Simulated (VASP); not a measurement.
Wanted: the native input for a VASP 6.6.1 run.

* Task: relaxation of cell and atoms
* Functional: PBEsol
* Potentials or basis: VASP PAW PBE potentials, release 64 (Pd)
* Cutoff: 500 eV
* k mesh: 56 × 56 × 56
* Occupations: gaussian, width 0.1 eV
* Spin: no spin polarisation
* Dipole correction: no
* Further INCAR settings: ALGO = Normal; EDIFF = 1e-07; IBRION = 2; EDIFFG = -0.003; NSW = 80; ISIF = 3

The structure of Pd lies in POSCAR:

```
Pd
1.0
    0.0000000000      1.9450000000      1.9450000000
    1.9450000000      0.0000000000      1.9450000000
    1.9450000000      1.9450000000      0.0000000000
Pd
1
Direct
    0.0000000000      0.0000000000      0.0000000000
```

These files were run (other wordings do the same):

INCAR

```
SYSTEM = Pd
PREC     = Accurate       ! precision mode
ENCUT    = 500            ! plane-wave cutoff, eV
EDIFF    = 1E-7           ! SCF threshold, eV
ISMEAR   = 0              ! smearing method
SIGMA    = 0.1            ! smearing width, eV
LREAL    = .FALSE.        ! projectors in reciprocal space
LASPH    = .TRUE.         ! aspherical terms in the spheres
NELM     = 120            ! most SCF steps
ALGO     = Normal         ! electronic algorithm
ISIF     = 3              ! what is computed and relaxed
LWAVE    = .FALSE.        ! write WAVECAR
LCHARG   = .FALSE.        ! write CHGCAR
GGA      = PS             ! functional
IBRION   = 2              ! ionic algorithm
NSW      = 80             ! ionic steps
EDIFFG   = -0.003         ! ionic threshold
GGA_COMPAT= .FALSE.      
NELMIN   = 4
```

KPOINTS

```
regular mesh
0
G
  56 56 56
  0 0 0
```

Potentials or basis: VASP PAW PBE potentials, release 64 (Pd).

Command:

```bash
$ cat potpaw_PBE.64/Pd/POTCAR > POTCAR
$ mpirun -np 1 vasp_std > vasp.out
```

Results of the run:

The relaxed volume is 14.53 Å³/atom and the relaxed cell is a = 2.739 Å, b = 2.739 Å, c = 2.739 Å, α = 60.00°, β = 60.00°, γ = 60.00°. The space group after relaxing (to 0.1 Å) is Fm-3m (No. 225) and the energy gained by relaxing is 1.5 meV/atom. The ionic steps are 3 and the pressure after relaxing is 0.0 GPa. The band gap on the k mesh is zero (bands 5 and 6 overlap by 1.63 eV).

Caveat: the PAW data sets were made with another functional, which shifts forces and pressure a little.

Wall time 5.8 min on 1 thread of Intel(R) Xeon(R) 6975P-C (Granite Rapids) (shared host), peak memory 0.68 GiB.
